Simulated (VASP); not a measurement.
Input of a VASP 6.6.1 run:

INCAR

```
SYSTEM = H
PREC = Accurate ; ENCUT = 1230
EDIFF = 1E-7 ; ISMEAR = 0
SIGMA = 0.01 ; LREAL = .False.
LASPH = .True. ; NELM = 120
ALGO = Normal ; ISIF = 3
LWAVE = .False. ; LCHARG = .False.
IBRION = 2 ; NSW = 80
EDIFFG = -0.001 ; PSTRESS = 10.0
GGA_COMPAT = .False. ; NELMIN = 4
```

KPOINTS

```
Automatic mesh
0
Gamma
  12 12 12
  0 0 0
```

The input POSCAR:

```
H
1.0
   -1.4101864863      1.4101864863      1.9306382503
    1.4101864863     -1.4101864863      1.9306382503
    1.4101864863      1.4101864863     -1.9306382503
H
2
Direct
    0.9001528111      0.9001528111      0.0000000000
    0.0998471889      0.0998471889      0.0000000000
```

Potentials or basis: VASP PAW LDA potentials, release 64 (H_h).

Run with:

```console
$ cat potpaw_LDA.64/H_h/POTCAR > POTCAR
$ mpirun -np 1 vasp_std > vasp.out
```

**Question.** Estimate the relaxed cell.

**Answer.** a = 2.658 Å, b = 2.658 Å, c = 2.658 Å, α = 119.16°, β = 119.16°, γ = 91.46°.

**Question.** Predict the relaxed volume.

**Answer.** 6.72 Å³/atom.

The path:
```
step  energy change (eV)  largest force (eV/Å)  pressure (GPa)  volume (Å³)
   1              0.0000                0.0197            0.01        15.36
   2              0.0000                0.0091            0.02        15.25
   3              0.0001                0.0213            0.07        14.94
   4              0.0012                0.0783            0.20        14.33
   5              0.0075                0.1770            0.68        13.16
   6              0.0044                0.1378            0.48        13.59
   7              0.0048                0.0064            1.00        13.47
   8              0.0048                0.0031            0.98        13.48
   9              0.0048                0.0029            0.98        13.47
  10              0.0048                0.0021            0.99        13.47
  11              0.0049                0.0005            1.00        13.45
  12              0.0052                0.0027            1.01        13.41
  13              0.0050                0.0004            1.00        13.44
  14              0.0050                0.0005            1.00        13.44
```

Caveat: the cell is relaxed towards a set pressure, so the run minimises the enthalpy, not the energy.
